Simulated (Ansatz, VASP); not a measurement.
Re: VASP beside Ansatz

File INCAR:

```
  ALGO = Normal
  EDIFF = 1E-8
  ENCUT = 520
  GGA = PE
  ISIF = 2
  ISMEAR = -1
  LASPH = T
  LCHARG = F
  LEFG = T
  LREAL = F
  LWAVE = F
  NBANDS = 18
  NELM = 60
  PREC = Accurate
  SIGMA = 0.05
```

The input KPOINTS:

```
k-points
0
Gamma
  15 15 15
```

POSCAR

```
Re
1.0
    1.3839231524      0.7990084046      6.6986080885
   -1.3839231524      0.7990084046      6.6986080885
    0.0000000000     -1.5980168092      6.6986080885
Re
3
Direct
    0.0000000000      0.0000000000      0.0000000000
    0.2221738800      0.2221738800      0.2221738800
    0.7778261200      0.7778261200      0.7778261200
```

Input for Ansatz:

```yaml
crystal:
  lattice:
    - [1.3839231524, 0.7990084046, 6.6986080885]
    - [-1.3839231524, 0.7990084046, 6.6986080885]
    - [0.0, -1.5980168092, 6.6986080885]
  atoms:
    - { symbol: Re, position: [0.0, 0.0, 0.0] }
    - { symbol: Re, position: [0.22217388, 0.22217388, 0.22217388] }
    - { symbol: Re, position: [0.77782612, 0.77782612, 0.77782612] }
kpoints:
  mp_grid: { grid: [15, 15, 15] }
  band_path:
    path:
      - [0.0, 0.0, 0.0]
      - [0.5, 0.5, 0.5]
      - [0.823848225, 0.176151775, 0.5]
      - [0.5, -0.176151775, 0.176151775]
      - [0.5, 0.0, 0.0]
      - [0.0, 0.0, 0.0]
      - [0.3380758875, -0.3380758875, 0.0]
      - [0.6619241125, 0.0, 0.3380758875]
      - [0.5, 0.0, 0.5]
    npoints: 8
scf:
  occupations: { method: fermi_dirac, width: 0.05 }
hamiltonian:
  xc: pbe
  pseudopotentials: { kind: all_electron, datasets: crystal }
output:
  forces: true
  stress: true
  eigenvalues: true
  efg: { contact_densities: true }
```

Alike in both runs: task electric field gradients; functional PBE; k mesh 15 × 15 × 15; occupations fermi-dirac, width 0.05 eV; no spin polarisation.

|  | VASP | Ansatz |
| --- | --- | --- |
| version | VASP 6.6.1 | Ansatz 0.2.0 |
| potentials or method | VASP PAW PBE potentials, release 64 (Re), cutoff 520 eV | all-electron PAW with datasets made for the crystal, scalar-relativistic |

|  | VASP | Ansatz | Ansatz less VASP |
| --- | --- | --- | --- |
| pressure (GPa) | 3.1 | 3.7 | +0.56 |
| traceless stress, the component that is largest in VASP (GPa) | -0.57 | -0.49 | +0.086 |
| rms of the force components (eV/Å) | 0.010 | 0.008 | -0.0018 |
| size of Vzz on the site where it differs most (V/Å²) | 35.6 | 21.0 | -14.56 |

Atom by atom the forces differ by 0.002 eV/Å (rms over components). Ansatz ran all-electron here, and VASP with PAW potentials.

Neither program's run includes spin-orbit coupling.
